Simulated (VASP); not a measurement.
Set up this calculation in VASP 6.6.1, as the native input.

| Quantity | Value |
| --- | --- |
| Task | relaxation of cell and atoms |
| Functional | PBE |
| Potentials or basis | VASP PAW PBE potentials, release 64 (Sc_sv, Ga_d, As) |
| Cutoff | 600 eV |
| k mesh | 3 × 3 × 6 |
| Occupations | gaussian, width 0.1 eV |
| Spin | no spin polarisation |
| Dipole correction | no |
| Further INCAR settings | ALGO = Normal; EDIFF = 1e-06; IBRION = 2; EDIFFG = -0.04; NSW = 90; ISIF = 3 |

The structure of Sc3Ga2As lies in POSCAR:

```
Sc3Ga2As
1.0
    5.8287183000      0.0000000000      0.0000000000
   -2.9143591500      5.0478181200      0.0000000000
    0.0000000000      0.0000000000      3.4934618100
Sc Ga As
3 2 1
Direct
    0.5000000000      0.0000000000      0.5000000000
    0.5000000000      0.5000000000      0.5000000000
    0.0000000000      0.5000000000      0.5000000000
    0.3333333300      0.6666666700      0.0000000000
    0.6666666700      0.3333333300      0.0000000000
    0.0000000000      0.0000000000      0.0000000000
```

The cell was built from a structure type or drawn by symmetry, and may not be a known phase.

The input as run:

INCAR

```
PREC = Accurate
ENCUT = 600
EDIFF = 1E-6
ISMEAR = 0
SIGMA = 0.1
LREAL = F
LASPH = T
NELM = 80
ALGO = Normal
ISIF = 3
LWAVE = F
LCHARG = F
GGA = PE
IBRION = 2
NSW = 90
EDIFFG = -0.04
```

KPOINTS

```
Automatic mesh
0
Gamma
  3 3 6
```

Potentials or basis: VASP PAW PBE potentials, release 64 (Sc_sv, Ga_d, As).

Run with:

```sh
$ cat potpaw_PBE.64/Sc_sv/POTCAR potpaw_PBE.64/Ga_d/POTCAR potpaw_PBE.64/As/POTCAR > POTCAR
$ mpirun -np 1 vasp_std > vasp.out
```

Results of the run:

The relaxed volume is 23.54 Å³/atom. The relaxed cell is a = 6.204 Å, b = 6.204 Å, c = 4.237 Å, α = 90.00°, β = 90.00°, γ = 120.00°. The space group after relaxing (to 0.1 Å) is P6/mmm (No. 191), the energy gained by relaxing is 649.0 meV/atom and the ionic steps are 7. The pressure after relaxing is 0.1 GPa and the band gap on the k mesh is zero (bands 32 and 33 overlap by 0.59 eV).

Caveat: the k points lie up to 0.39 Å⁻¹ apart in the final cell, too coarse for converged energies and pressures of a metal; the volume moved by over 15 % at a fixed basis, so the end points are rough.

Wall time 7.8 min on 1 thread of Oxide Virtual Turin-like Processor (shared host), peak memory 0.24 GiB.
